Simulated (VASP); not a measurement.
Wanted: the native input for a VASP 6.6.1 run.

```yaml
Task: single point
Functional: PBE
Potentials_or_basis: VASP PAW PBE potentials, release 64 (Mg, S)
Cutoff: 520 eV
k_mesh: 4 × 4 × 4
Occupations: gaussian, width 0.01 eV
Spin: no spin polarisation
Dipole_correction: no
Further_INCAR_settings: ALGO = Normal; EDIFF = 1e-06; NBANDS = 11
```

The structure of MgS lies in POSCAR:

```
MgS
1.0
    0.0424631526      2.8308768411      2.8308768411
    2.8308768411      0.0424631526      2.8308768411
    2.8733399937      2.8733399937      0.0000000000
Mg S
1 1
Direct
    0.0027543446      0.0027543446     -0.0027543446
    0.2472456554      0.2472456554      0.2527543446
```

This cell differs from its parent crystal: shear xy strain +3.0%.

The input as run:

INCAR

```
PREC = Accurate
ENCUT = 520
EDIFF = 1E-6
ISMEAR = 0
SIGMA = 0.01
LREAL = F
LASPH = T
NELM = 60
ALGO = Normal
ISIF = 2
LWAVE = F
LCHARG = F
GGA = PE
NBANDS = 11
```

KPOINTS

```
Automatic mesh
0
Gamma
  4 4 4
```

Potentials or basis: VASP PAW PBE potentials, release 64 (Mg, S).

Run with:

```console
$ cat potpaw_PBE.64/Mg/POTCAR potpaw_PBE.64/S/POTCAR > POTCAR
$ mpirun -np 1 vasp_std > vasp.out
```

Results of the run:

```
Pressure               : 1.0 GPa
Largest force          : 0.007 eV/Å
Band gap on the k mesh : 3.35 eV
```

Caveat: the k points lie up to 0.49 Å⁻¹ apart; the cell differs from its parent crystal (shear xy strain +3.0%).

Run time: 6.9 s on 1 thread of AMD EPYC 7R13 Processor (Zen 3), with other jobs on the host, peak memory 0.13 GiB.
